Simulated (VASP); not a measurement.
Runs of VASP 6.6.1 on GaN. The structure is that of space group Fm-3m (No. 225), or close to it. The cells are those of the table. 

```csv
task,level,potentials or basis,cell,k mesh,cutoff (eV),smearing,GW scheme,GW iterations,cutoff of the response function,frequency points,empty bands,gap on the mesh (eV),pressure (GPa)
single point,PBE,"VASP PAW PBE potentials, release 64 (Ga_d, N)","a = 3.062 Å, angles 58.3°, 2 atoms",10 × 10 × 10,520,fermi-dirac 0.02 eV,-,-,-,-,-,0.28,0.2
single point,r2SCAN,"VASP PAW PBE potentials, release 64 (Ga_d, N)","a = 2.982 Å, angles 60.0°, 2 atoms",10 × 10 × 10,520,gaussian 0.01 eV,-,-,-,-,-,1.18,1.3
single point,PBE,"VASP PAW PBE potentials, release 64 (Ga_d, N)","a = 2.922 Å, angles 60.0°, 2 atoms",6 × 6 × 6,520,gaussian 0.01 eV,-,-,-,-,-,(b),26.2
single point,r2SCAN,"VASP PAW PBE potentials, release 64 (Ga_d, N)","a = 3.062 Å, angles 58.3°, 2 atoms",10 × 10 × 10,520,gaussian 0.01 eV,-,-,-,-,-,0.77,-7.6
single point,r2SCAN,"VASP PAW PBE potentials, release 64 (Ga_d, N)","a = 2.922 Å, angles 60.0°, 2 atoms",10 × 10 × 10,520,gaussian 0.01 eV,-,-,-,-,-,1.60,18.5
single point,r2SCAN,"VASP PAW PBE potentials, release 64 (Ga_d, N)","a = 3.027, b = 3.027, c = 2.982 Å, angles 60.5, 60.5, 59.0°, 2 atoms",10 × 10 × 10,520,gaussian 0.01 eV,-,-,-,-,-,(a),-5.3
single point,PBE,"VASP PAW PBE potentials, release 64 (Ga_d, N)","a = 2.982 Å, angles 60.0°, 2 atoms",6 × 6 × 6,520,gaussian 0.01 eV,-,-,-,-,-,0.62,8.9
```

Alike in all rows: no spin polarisation.

Task: Fill in the values left out.

Result: (a) 0.83; (b) 1.02.

Caveats: some runs use coarse meshes; the PAW data sets were made with another functional, which shifts forces and pressure a little (some runs).

A k mesh can miss the band edges, and the runs leave out spin-orbit coupling on Ga.
